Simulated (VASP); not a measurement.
## I: single point with LDA

I:

```xyz
1
Lattice="0.0000 2.3656 3.9098 2.1922 0.0000 3.9098 2.1922 2.3656 0.0000" Properties=species:S:1:pos:R:3 pbc="T T T"
I     0.0000    0.0000    0.0000
```

```
Program                : VASP 6.6.1
Task                   : single point
Functional             : LDA
Potentials or basis    : VASP PAW LDA potentials, release 64 (I)
Cutoff                 : 520 eV
k mesh                 : 14 × 14 × 14
Occupations            : fermi-dirac, width 0.03 eV
Spin                   : no spin polarisation
Dipole correction      : no
Further INCAR settings : ALGO = Normal; EDIFF = 1e-06; NBANDS = 10
```

| Quantity | Value |
| --- | --- |
| Pressure | -2.3 GPa |

Stress tensor (GPa, compression positive):
```
-2.67  0.00  0.00
 0.00 -3.21  0.00
 0.00  0.00 -1.00
```

Levels at points of the mesh, in eV from the Fermi level:
| k point | band 1 | band 2 | band 3 | band 4 | band 5 | band 6 | band 7 | band 8 | band 9 |
| --- | --- | --- | --- | --- | --- | --- | --- | --- | --- |
| (0.00, 0.00, 0.00) | -13.95 | -1.94 | 0.72 | 1.00 | 4.23 | 7.49 | 8.08 | 12.03 | 12.18 |
| (0.50, 0.00, 0.00) | -12.49 | -5.27 | -1.74 | 1.65 | 4.57 | 9.07 | 10.35 | 11.83 | 12.25 |
| (0.50, 0.50, 0.00) | -13.70 | -4.14 | 0.49 | 0.79 | 6.94 | 7.13 | 10.40 | 14.52 | 15.14 |
| (0.50, 0.00, 0.50) | -11.20 | -4.44 | -3.51 | -0.48 | 3.81 | 6.44 | 9.54 | 10.20 | 10.89 |
| (0.00, 0.50, 0.50) | -11.16 | -4.12 | -3.82 | -0.78 | 3.75 | 5.58 | 10.31 | 10.43 | 11.80 |

Run time: 2.3 min on 1 thread of Oxide Virtual Turin-like Processor, with other jobs on the host, peak memory 0.25 GiB.

Caveat: spin-orbit coupling is left out, which moves the levels of the heavy elements; an odd number of electrons without spin polarisation forces a metal; a magnetic or distorted state may lie lower.
